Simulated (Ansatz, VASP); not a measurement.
**GaP: VASP beside Ansatz**

```
CELL_PARAMETERS angstrom
1.94302 1.12180 6.46296
-1.94302 1.12180 6.46296
0.00000 -2.24360 6.46296
ATOMIC_POSITIONS crystal
Ga 0.43537 0.43537 0.43537
Ga 0.56463 0.56463 0.56463
P 0.05739 0.05739 0.05739
P 0.94261 0.94261 0.94261
```

Change from the starting cell: strain +0.0050 x Voigt [0, 0, 1, 0, 0, 0], atoms carried along.

Alike in both runs: task single point; functional PBEsol; k mesh 12 × 12 × 12; no spin polarisation.

```csv
,VASP,Ansatz
version,VASP 6.6.1,Ansatz 0.2.0
potentials or method,"VASP PAW PBE potentials, release 64 (Ga_d, P), cutoff 520 eV","scalar-relativistic, plane waves, PAW"
occupations,"methfessel-paxton of order 1, width 0.1 eV","cold, width 0.1 eV"
valence electrons in the cell,36,36
```

```tsv
	VASP	Ansatz	Ansatz less VASP
gap on the k mesh at the Fermi level (eV)	0.72	0.71	-0.010
least direct gap on the mesh (eV)	1.04	1.04	+0.002
pressure (GPa)	-3.2	-3.2	+0.03
traceless stress, the component that is largest in VASP (GPa)	-0.39	-0.38	+0.017
rms of the force components (eV/Å)	0.027	0.027	-0.0003
```

VASP's potentials were made for PBE, not for PBEsol. Atom by atom the forces differ by 0.006 eV/Å (rms over components).
